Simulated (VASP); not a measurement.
GaAs:

```
CELL_PARAMETERS angstrom
7.69530 0.00000 0.00000
0.00000 4.38160 0.00000
0.00000 0.00000 4.14878
ATOMIC_POSITIONS crystal
Ga 0.75000 0.00000 0.35541
Ga 0.00000 0.50000 0.00000
Ga 0.25000 0.00000 0.64459
Ga 0.50000 0.50000 0.00000
As 0.75000 0.50000 0.64459
As 0.00000 0.00000 0.00000
As 0.25000 0.50000 0.35541
As 0.50000 0.00000 0.00000
```

| Property | Result |
| --- | --- |
| Program | VASP 6.6.1 |
| Task | relaxation of cell and atoms |
| Functional | PBE |
| Potentials or basis | VASP PAW PBE potentials, release 64 (Ga_d, As) |
| Cutoff | 600 eV |
| k mesh | 2 × 4 × 4 |
| Occupations | gaussian, width 0.1 eV |
| Spin | no spin polarisation |

At the start: pressure 25.7 GPa; volume 17.49 Å³/atom.

Q: Where does the relaxation end?

A: Over 25 steps the energy falls by 558.3 meV/atom and the volume is 19.28 Å³/atom (+10.2 %); space group Immm (No. 71, to 0.05 Å).

The path:
```tsv
step	energy change (eV)	largest force (eV/Å)	pressure (GPa)	volume (Å³)
1	0.0000	1.6703	25.69	139.89
2	-2.5607	0.3494	-6.85	203.20
3	-3.2244	0.7002	-0.94	176.72
4	-3.2254	0.6807	-1.32	177.90
5	-3.3914	0.6611	-1.18	174.77
6	-3.6730	0.6272	-0.05	166.49
7	-3.6096	0.7083	5.85	148.98
8	-3.6867	0.6570	5.33	149.29
9	-3.9490	0.4949	3.88	150.09
10	-4.2636	0.1471	2.43	151.12
11	-4.3347	0.1266	1.30	152.99
12	-4.3913	0.1251	-0.81	157.20
13	-4.4226	0.1099	-0.74	156.75
14	-4.4430	0.0920	-0.51	156.04
15	-4.4435	0.0898	-0.49	155.91
16	-4.4516	0.0863	-0.16	155.08
17	-4.4570	0.0845	0.40	153.70
18	-4.4591	0.0771	0.10	154.23
19	-4.4593	0.0731	-0.04	154.52
20	-4.4612	0.0641	-0.14	154.67
21	-4.4633	0.0486	-0.25	154.93
22	-4.4639	0.0212	-0.44	155.46
23	-4.4642	0.0369	-0.34	155.24
24	-4.4657	0.0253	-0.14	154.75
25	-4.4663	0.0159	0.11	154.22
```

Final structure:
```xyz
8
Lattice="9.0215 0.0000 0.0000 0.0000 5.3987 0.0000 0.0000 0.0000 3.1664" Properties=species:S:1:pos:R:3 pbc="T T T"
Ga    6.7662    0.0000    1.5887
Ga    0.0000    2.6994    0.0000
Ga    2.2554    0.0000    1.5777
Ga    4.5108    2.6994    0.0000
As    6.7662    2.6994    1.6054
As    0.0000    0.0000    0.0000
As    2.2554    2.6994    1.5610
As    4.5108    0.0000    0.0000
```

Caveat: the k points lie up to 0.50 Å⁻¹ apart in the final cell.
